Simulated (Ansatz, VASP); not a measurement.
## One calculation of AlN, two programs

```
Al N
1.0
     0.00000    1.97800    1.97800
     1.97800    0.00000    1.97800
     1.97800    1.97800    0.00000
Al N
1 1
Direct
  0.00000 0.00000 0.00000
  0.50000 0.50000 0.50000
```

Alike in both runs: task electric field gradients; functional LDA; k mesh 10 × 10 × 10; occupations fermi-dirac, width 0.02 eV; no spin polarisation.

|  | VASP | Ansatz |
| --- | --- | --- |
| version | VASP 6.6.1 | Ansatz 0.2.0 |
| potentials or method | VASP PAW LDA potentials, release 64 (Al, N), cutoff 520 eV | all-electron PAW with datasets made for the crystal, scalar-relativistic |

VASP gave:

```
gap on the k mesh at the Fermi level (eV) : 5.07
pressure (GPa)                            : 13.2
```

Question: Estimate Ansatz's values.

Answer: gap on the k mesh at the Fermi level (eV): 5.09; pressure (GPa): 12.5.

LDA's correlation is that of Perdew and Zunger in VASP and of Perdew and Wang (1992) in Ansatz. Ansatz ran all-electron here, and VASP with PAW potentials.
